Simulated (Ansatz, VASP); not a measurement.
One calculation of Al9H, two programs

File INCAR:

```
PREC     = Accurate       # precision mode
ENCUT    = 520            # plane-wave cutoff, eV
EDIFF    = 1E-6           # SCF threshold, eV
ISMEAR   = 0              # smearing method
SIGMA    = 0.1            # smearing width, eV
LREAL    = F              # projectors in reciprocal space
LASPH    = T              # aspherical terms in the spheres
NELM     = 80             # most SCF steps
ALGO     = Normal         # electronic algorithm
ISIF     = 2              # what is computed and relaxed
LWAVE    = F              # write WAVECAR
LCHARG   = F              # write CHGCAR
LDIPOL   = T            
IDIPOL   = 3            
DIPOL    = 0.5 0.5 0.304
GGA      = PE             # functional
NBANDS   = 25             # bands
```

KPOINTS

```
regular mesh
0
Gamma
  9 3 1
```

Contents of POSCAR:

```
Al9H
1.0
    2.8543223330      0.0000000000      0.0000000000
   -1.4271611665      9.7033329366      0.0000000000
    0.0000000000      0.0000000000     21.7902708969
Al H
9 1
Direct
    0.5324485604      0.0648971207      0.1835681630
    0.6709687938      0.3419375876      0.2292758741
    0.2986728405      0.5973456810      0.2384174163
    0.9263768872      0.8527537744      0.2475589585
    0.0639738222      0.1277383808      0.2937147080
    0.1995905480      0.4042696935      0.3452583266
    0.8288544886      0.6597110299      0.3524478004
    0.4526361687      0.9111292155      0.3607640453
    0.5925232094      0.1814597089      0.4034034702
    0.8425232094      0.4314597089      0.3896358580
```

Input for Ansatz:

```yaml
crystal:
  lattice:
    - [2.854322333, 0.0, 0.0]
    - [-1.4271611665, 9.7033329366, 0.0]
    - [0.0, 0.0, 21.7902708969]
  atoms:
    - { symbol: Al, position: [0.5324485604, 0.0648971207, 0.183568163] }
    - { symbol: Al, position: [0.6709687938, 0.3419375876, 0.2292758741] }
    - { symbol: Al, position: [0.2986728405, 0.597345681, 0.2384174163] }
    - { symbol: Al, position: [0.9263768872, 0.8527537744, 0.2475589585] }
    - { symbol: Al, position: [0.0639738222, 0.1277383808, 0.293714708] }
    - { symbol: Al, position: [0.199590548, 0.4042696935, 0.3452583266] }
    - { symbol: Al, position: [0.8288544886, 0.6597110299, 0.3524478004] }
    - { symbol: Al, position: [0.4526361687, 0.9111292155, 0.3607640453] }
    - { symbol: Al, position: [0.5925232094, 0.1814597089, 0.4034034702] }
    - { symbol: H, position: [0.8425232094, 0.4314597089, 0.389635858] }
basis:
  ecutwfc: 420
kpoints:
  mp_grid: { grid: [9, 3, 1] }
hamiltonian:
  xc: pbe
scf:
  occupations: { method: gaussian, width: 0.1 }
output:
  forces: true
  eigenvalues: true
efield:
  axis: 3
  dipole_correction: true
  ramp_width: 0.04
```

Alike in both runs: task single point; functional PBE; k mesh 9 × 3 × 1; occupations gaussian, width 0.1 eV; no spin polarisation.

|  | VASP | Ansatz |
| --- | --- | --- |
| version | VASP 6.6.1 | Ansatz 0.2.0 |
| potentials or method | VASP PAW PBE potentials, release 64 (Al, H), cutoff 520 eV | scalar-relativistic, plane waves, PAW |
| valence electrons in the cell | 28 | 28 |

Ansatz gave:

```
gap on the k mesh at the Fermi level (eV) : none
rms of the force components (eV/Å)        : 0.884
```

**Question.** Estimate VASP's values.

**Answer.** gap on the k mesh at the Fermi level (eV): none; rms of the force components (eV/Å): 0.882.

Atom by atom the forces differ by 0.001 eV/Å (rms over components). A gap of «none» marks a metal or a gap that the smearing closes.
